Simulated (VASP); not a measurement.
# H6C2SO2 (Cmcm) in VASP: single point with r2SCAN

Aim: the single point of H6C2SO2 with r2SCAN.

All numbers are computed with VASP 6.6.1; they aren't measurements. Logs are shortened: lines on timing, memory, paths and dates and some standing lists are left out, and cuts for length are marked.

## (1) The cell of the first run

It takes space group Cmcm (No. 63, orthorhombic). The conventional cell has a = 7.192 Å, b = 7.983 Å, c = 7.332 Å, α = 90.00°, β = 90.00°, γ = 90.00°. H (site symmetry m) has 1 C at 1.09 Å within 1.5 Å. H (site symmetry 1) has 1 C at 1.09 Å within 1.5 Å. Within 1.5 Å of C (site symmetry m) lie 3 H at 1.09 Å. Within 1.9 Å of S (site symmetry m2m) lie 2 O at 1.45 Å and 2 C at 1.76 Å. O (site symmetry m) has 1 S at 1.45 Å within 1.9 Å.

## (2) Single point, r2SCAN

Contents of POSCAR:

```
H6C2SO2
1.0
    3.5961666400     -3.9912551884      0.0000000000
    3.5961666400      3.9912551884      0.0000000000
    0.0000000000      0.0000000000      7.3318278936
H C S O
12 4 2 4
Direct
    0.7969902655      0.2030097345      0.5606954967
    0.2030097345      0.7969902655      0.0606954967
    0.2030097345      0.7969902655      0.4393045033
    0.7969902655      0.2030097345      0.9393045033
    0.7664040802      0.4830115768      0.4329091892
    0.2335959198      0.5169884232      0.9329091892
    0.4830115768      0.7664040802      0.5670908108
    0.5169884232      0.2335959198      0.0670908108
    0.2335959198      0.5169884232      0.5670908108
    0.7664040802      0.4830115768      0.0670908108
    0.5169884232      0.2335959198      0.4329091892
    0.4830115768      0.7664040802      0.9329091892
    0.7186737276      0.2813262724      0.4390143214
    0.2813262724      0.7186737276      0.9390143214
    0.2813262724      0.7186737276      0.5609856786
    0.7186737276      0.2813262724      0.0609856786
    0.8550489571      0.1449510429      0.2500000000
    0.1449510429      0.8550489571      0.7500000000
    0.1225805397      0.2212011562      0.2500000000
    0.8774194603      0.7787988438      0.7500000000
    0.2212011562      0.1225805397      0.7500000000
    0.7787988438      0.8774194603      0.2500000000
```

Contents of INCAR.step1:

```
PREC = Accurate
ENCUT = 520
ISMEAR = 0
SIGMA = 0.02
LREAL = Auto
LASPH = T
NELM = 60
NBANDS = 49
GGA = PE
ALGO = Normal
EDIFF = 1E-4
LWAVE = T
LCHARG = F
```

Contents of INCAR.step2:

```
PREC = Accurate
ENCUT = 520
EDIFF = 1E-6
ISMEAR = 0
SIGMA = 0.02
LREAL = Auto
LASPH = T
NELM = 60
ALGO = Normal
ISIF = 2
LWAVE = F
LCHARG = F
METAGGA = R2SCAN
LMIXTAU = T
NBANDS = 49
ISTART = 1
```

Contents of KPOINTS:

```
regular mesh
0
Gamma
  4 4 4
```

Potentials or basis: VASP PAW PBE potentials, release 64 (H, C, S, O).

The run is started by

```bash
$ cat potpaw_PBE.64/H/POTCAR potpaw_PBE.64/C/POTCAR potpaw_PBE.64/S/POTCAR potpaw_PBE.64/O/POTCAR > POTCAR
$ cp INCAR.step1 INCAR
$ mpirun -np 1 vasp_std > vasp.out
$ cp INCAR.step2 INCAR
$ mpirun -np 1 vasp_std > vasp.out
```

OUTCAR:

```text
PREC = Accurate
   ENCUT = 520
   EDIFF = 1E-6
   ISMEAR = 0
   LREAL = Auto
   LASPH = T
   NELM = 60
   ISIF = 2
   METAGGA = R2SCAN
   ISTART = 1

 ion  position               nearest neighbor table
   1  0.797  0.203  0.561-  13 1.09
   2  0.203  0.797  0.061-  14 1.09
   3  0.203  0.797  0.439-  15 1.09
   4  0.797  0.203  0.939-  16 1.09
   5  0.766  0.483  0.433-  13 1.09
   6  0.234  0.517  0.933-  14 1.09
   7  0.483  0.766  0.567-  15 1.09
   8  0.517  0.234  0.067-  16 1.09
   9  0.234  0.517  0.567-  15 1.09
  10  0.766  0.483  0.067-  16 1.09
  11  0.517  0.234  0.433-  13 1.09
  12  0.483  0.766  0.933-  14 1.09
  13  0.719  0.281  0.439-   5 1.09  11 1.09   1 1.09  17 1.76
  14  0.281  0.719  0.939-   6 1.09  12 1.09   2 1.09  18 1.76
  15  0.281  0.719  0.561-   7 1.09   9 1.09   3 1.09  18 1.76
  16  0.719  0.281  0.061-   8 1.09  10 1.09   4 1.09  17 1.76
  17  0.855  0.145  0.250-  19 1.45  22 1.45  13 1.76  16 1.76
  18  0.145  0.855  0.750-  20 1.45  21 1.45  14 1.76  15 1.76
  19  0.123  0.221  0.250-  17 1.45
  20  0.877  0.779  0.750-  18 1.45
  21  0.221  0.123  0.750-  18 1.45
  22  0.779  0.877  0.250-  17 1.45

  LATTYP: Found a base centered orthorhombic cell.
 ALAT       =     7.1923332800
 B/A-ratio  =     1.1098638044
 C/A-ratio  =     1.0193949040

  Lattice vectors:

 A1 = (   3.5961666400,  -3.9912551884,   0.0000000000)
 A2 = (   3.5961666400,   3.9912551884,   0.0000000000)
 A3 = (   0.0000000000,   0.0000000000,   7.3318278936)

Analysis of symmetry for initial positions (statically):
=====================================================================
 Subroutine PRICEL returns:
 Original cell was already a primitive cell.

 Routine SETGRP: Setting up the symmetry group for a
 base centered orthorhombic supercell.

 Subroutine GETGRP returns: Found  8 space group operations
 (whereof  4 operations were pure point group operations)
 out of a pool of  8 trial point group operations.

The static configuration has the point symmetry C_2h.
 The point group associated with its full space group is D_2h.

Analysis of symmetry for dynamics (positions and initial velocities):
=====================================================================
 Subroutine PRICEL returns:
 Original cell was already a primitive cell.

 Routine SETGRP: Setting up the symmetry group for a
 base centered orthorhombic supercell.

 Subroutine GETGRP returns: Found  8 space group operations
 (whereof  4 operations were pure point group operations)
 out of a pool of  8 trial point group operations.

The dynamic configuration has the point symmetry C_2h.
 The point group associated with its full space group is D_2h.

 Subroutine INISYM returns: Found  8 space group operations
 (whereof  4 operations are pure point group operations),
 and found     1 'primitive' translations

----------------------------------------------------------------------------------------

                                     Primitive cell

  volume of cell :     210.4707

  direct lattice vectors                    reciprocal lattice vectors
     3.596166640 -3.991255188  0.000000000     0.139036939 -0.125273874  0.000000000
     3.596166640  3.991255188  0.000000000     0.139036939  0.125273874  0.000000000
     0.000000000  0.000000000  7.331827894     0.000000000  0.000000000  0.136391636

  length of vectors
     5.372386107  5.372386107  7.331827894     0.187149175  0.187149175  0.136391636

  position of ions in fractional coordinates (direct lattice)
     0.796990265  0.203009735  0.560695497
     0.203009735  0.796990265  0.060695497
     0.203009735  0.796990265  0.439304503
     0.796990265  0.203009735  0.939304503
     0.766404080  0.483011577  0.432909189
     0.233595920  0.516988423  0.932909189
[... 14 lines left out ...]
     0.221201156  0.122580540  0.750000000
     0.778798844  0.877419460  0.250000000

  ion indices of the primitive-cell ions
   primitive index   ion index
                 1           1
                 2           2
                 3           3
                 4           4
                 5           5
                 6           6
[... 14 lines left out ...]
                21          21
                22          22

----------------------------------------------------------------------------------------

 KPOINTS: regular mesh

Automatic generation of k-mesh.
 Grid dimensions read from file:
 generate k-points for:    4    4    4

 Generating k-lattice:

  Cartesian coordinates                     Fractional coordinates (reciprocal lattice)
     0.034759235 -0.031318469  0.000000000     0.250000000  0.000000000  0.000000000
     0.034759235  0.031318469  0.000000000     0.000000000  0.250000000  0.000000000
     0.000000000  0.000000000  0.034097909     0.000000000  0.000000000  0.250000000

  Length of vectors
     0.046787294  0.046787294  0.034097909

  Shift w.r.t. Gamma in fractional coordinates (k-lattice)
     0.000000000  0.000000000  0.000000000

 Subroutine IBZKPT returns following result:
 ===========================================

 Found     21 irreducible k-points:

 Following reciprocal coordinates:
            Coordinates               Weight
  0.000000  0.000000  0.000000      1.000000
  0.250000  0.000000  0.000000      4.000000
  0.500000  0.000000  0.000000      2.000000
  0.250000  0.250000  0.000000      2.000000
  0.500000  0.250000  0.000000      4.000000
 -0.250000  0.250000  0.000000      2.000000
[... 13 lines left out ...]
 -0.250000  0.250000  0.500000      2.000000
  0.500000  0.500000  0.500000      1.000000
   k-points           NKPTS =     21   k-points in BZ     NKDIM =     21   number of bands    NBANDS=     49
   number of dos      NEDOS =    301   number of ions     NIONS =     22
   total plane-waves  NPLWV =  89600
   dimension x,y,z NGX =    40 NGY =   40 NGZ =   56
   dimension x,y,z NGXF=    80 NGYF=   80 NGZF=  112
   ions per type =              12   4   2   4
   NGX,Y,Z   is equivalent  to a cutoff of  12.38, 12.38, 12.70 a.u.
   NGXF,Y,Z  is equivalent  to a cutoff of  24.76, 24.76, 25.40 a.u.
 SYSTEM =  unknown system
   PREC   = accura    normal or accurate (medium, high low for compatibility)
   ISTART =      1    job   : 0-new  1-cont  2-samecut
   ICHARG =      0    charge: 1-file 2-atom 10-const
   ISPIN  =      1    spin polarized calculation?
   LNONCOLLINEAR =      F non collinear calculations
   LSORBIT =      F    spin-orbit coupling
   LASPH  =      T    aspherical Exc in radial PAW
   ENCUT  =  520.0 eV  38.22 Ry    6.18 a.u.   9.99  9.99 13.63*2*pi/ulx,y,z
   NELM   =     60;   NELMIN=  2; NELMDL=  0     # of ELM steps
   EDIFF  = 0.1E-05   stopping-criterion for ELM
   LREAL  =      T    real-space projection
   EDIFFG = 0.1E-04   stopping-criterion for IOM
   NSW    =      0    number of steps for IOM
   IBRION =     -1    ionic relax: 0-MD 1-quasi-New 2-CG
   NFREE  =      0    steps in history (QN), initial steepest desc. (CG)
   ISIF   =      2    stress and relaxation
   ISYM   =      2    0-nonsym 1-usesym 2-fastsym
   POTIM  = 0.5000    time-step for ionic-motion
   TEBEG  =    0.0;   TEEND  =   0.0 temperature during run
   PSTRESS=    0.0 pullay stress
   NELECT =      64.0000    total number of electrons
   NUPDOWN=      -1.0000    fix difference up-down
   EMIN   =  10.00;   EMAX   =-10.00  energy-range for DOS
   EFERMI =   0.00;   METHOD = LEGACY
   ISMEAR =     0;   SIGMA  =   0.02  broadening in eV -4-tet -1-fermi 0-gaus
   EFERMI_NEDOS =   21; number of points for ismear=-14 and -15
   IALGO  =     38    algorithm
   IMIX   =      4    mixing-type and parameters
     AMIX     =   0.40;   BMIX     =  1.00
     AMIX_MAG =   1.60;   BMIX_MAG =  1.00
  volume/ion in A,a.u.               =       9.57        64.56
  Fermi-wavevector in a.u.,A,eV,Ry     =   1.100874  2.080350 16.489223  1.211924
  Thomas-Fermi vector in A             =   2.237292
   LORBIT       =      0    0 simple, 1 ext, 2 COOP (PROOUT), +10 PAW based schemes
   METAGGA = R2SCAN    functional components
   LHFCALC =     F    Hartree Fock is set to
   AEXX    =    0.0000 exact exchange contribution
   IVDW    =     0    specifies the selected vdW correction
   LEPSILON=     F    determine dielectric tensor
   LRPA    =     F    only Hartree local field effects (RPA)
 non-spin polarized calculation
 Gauss-broadening in eV      SIGMA  =   0.02
  energy-cutoff  :      520.00
  volume of cell :      210.47
 maximum number of plane-waves:      5696
   NGX = 19   NGY = 19   NGZ = 27

 number of electron      64.0000008 magnetization

 Free energy of the ion-electron system (eV)
  ---------------------------------------------------
  ext. energy  EPLUGINS =         0.00000000
  ---------------------------------------------------
  free energy    TOTEN  =      -131.69510469 eV

  energy without entropy =     -131.69510469  energy(sigma->0) =     -131.69510469

 E-fermi :  -1.8015     XC(G=0):  -8.4979

 val. band max:       -1.8898265742   @ k =   0.0000   0.0000   0.0000
 cond. band min:       4.9389102429   @ k =   0.0000   0.0000   0.0000
 fundamental gap:      6.8287368171
 Fermi energy:        -1.8015068031

 k-point     1 :       0.0000    0.0000    0.0000
  band No.  band energies     occupation
      1     -24.0906      2.00000
      2     -24.0503      2.00000
      3     -21.2358      2.00000
      4     -21.2197      2.00000
      5     -15.5156      2.00000
      6     -15.4761      2.00000
[... 36 lines left out ...]
     43       8.3109      0.00000
     44       8.3120      0.00000

 k-point     2 :       0.2500    0.0000    0.0000
  band No.  band energies     occupation
      1     -24.0849      2.00000
      2     -24.0483      2.00000
      3     -21.2407      2.00000
      4     -21.2222      2.00000
      5     -15.5798      2.00000
      6     -15.4848      2.00000
[... 885 lines left out ...]
 k-point    21 :       0.5000    0.5000    0.5000
  band No.  band energies     occupation
      1     -24.0553      2.00000
      2     -24.0553      2.00000
      3     -21.2409      2.00000
      4     -21.2409      2.00000
      5     -15.6358      2.00000
      6     -15.6358      2.00000
[... 36 lines left out ...]
     43       8.4538      0.00000
     44       8.4538      0.00000
 [bands above 44 left out]

------------------------ aborting loop because EDIFF is reached ----------------------------------------

  FORCE on cell =-STRESS in cart. coord.  units (eV):
  Direction    XX          YY          ZZ          XY          YZ          ZX
  --------------------------------------------------------------------------------------
  -------------------------------------------------------------------------------------
  Total       -0.9649573     -0.6151664     -0.3831054      0.0000000     -0.0000000      0.0000000
  in kB       -7.3455975     -4.6828649     -2.9163339      0.0000000     -0.0000000      0.0000000
  external PRESSURE =      -4.9815988 kB  Pullay stress =       0.0000000 kB

 VOLUME and BASIS-vectors are now :
 -----------------------------------------------------------------------------
  energy-cutoff  :      520.00
  volume of cell :      210.47
      direct lattice vectors                 reciprocal lattice vectors
     3.596166640 -3.991255188  0.000000000     0.139036939 -0.125273874  0.000000000
     3.596166640  3.991255188  0.000000000     0.139036939  0.125273874  0.000000000
     0.000000000  0.000000000  7.331827894     0.000000000  0.000000000  0.136391636

 POSITION                                       TOTAL-FORCE (eV/Angst)
 -----------------------------------------------------------------------------------
      3.59617     -2.37073      4.11092         0.000000     -0.041119      0.046456
      3.59617      2.37073      0.44501         0.000000      0.041119      0.046456
      3.59617      2.37073      3.22091         0.000000      0.041119     -0.046456
      3.59617     -2.37073      6.88682         0.000000     -0.041119     -0.046456
      4.49311     -1.13109      3.17402         0.053788      0.033657     -0.009394
      2.69923      1.13109      6.83993        -0.053788     -0.033657     -0.009394
[... 14 lines left out ...]
      1.23630     -0.39362      5.49887        -0.187718     -0.094877     -0.000000
      5.95604      0.39362      1.83296         0.187718      0.094877     -0.000000
 -----------------------------------------------------------------------------------
    total drift:                                0.000000     -0.000000     -0.000000

  FREE ENERGIE OF THE ION-ELECTRON SYSTEM (eV)
  ---------------------------------------------------
  free  energy   TOTEN  =      -131.6951046945 eV

  energy  without entropy=     -131.6951046945  energy(sigma->0) =     -131.69510469
```

It took 11 min on 1 thread of Intel Xeon Platinum 8488C (Sapphire Rapids), shared host; peak memory 0.4 GiB.

What came out:

```yaml
Free_energy: -131.6951 eV
Pressure: -0.5 GPa
Largest_force: 0.210 eV/Å
Band_gap_on_the_k_mesh: 6.83 eV
```

Forces on the atoms (eV/Å):
```
H    0.000 -0.041  0.046
H    0.000  0.041  0.046
H    0.000  0.041 -0.046
H    0.000 -0.041 -0.046
H    0.054  0.034 -0.009
H   -0.054 -0.034 -0.009
H    0.054 -0.034  0.009
H   -0.054  0.034  0.009
H   -0.054 -0.034  0.009
H    0.054  0.034  0.009
H   -0.054  0.034 -0.009
H    0.054 -0.034 -0.009
C    0.000 -0.050 -0.066
C    0.000  0.050 -0.066
C    0.000  0.050  0.066
C    0.000 -0.050  0.066
S    0.000 -0.131  0.000
S    0.000  0.131  0.000
O   -0.188  0.095  0.000
O    0.188 -0.095  0.000
O   -0.188 -0.095  0.000
O    0.188  0.095  0.000
```

Caveat: the PAW data sets were made with another functional, which shifts forces and pressure a little.
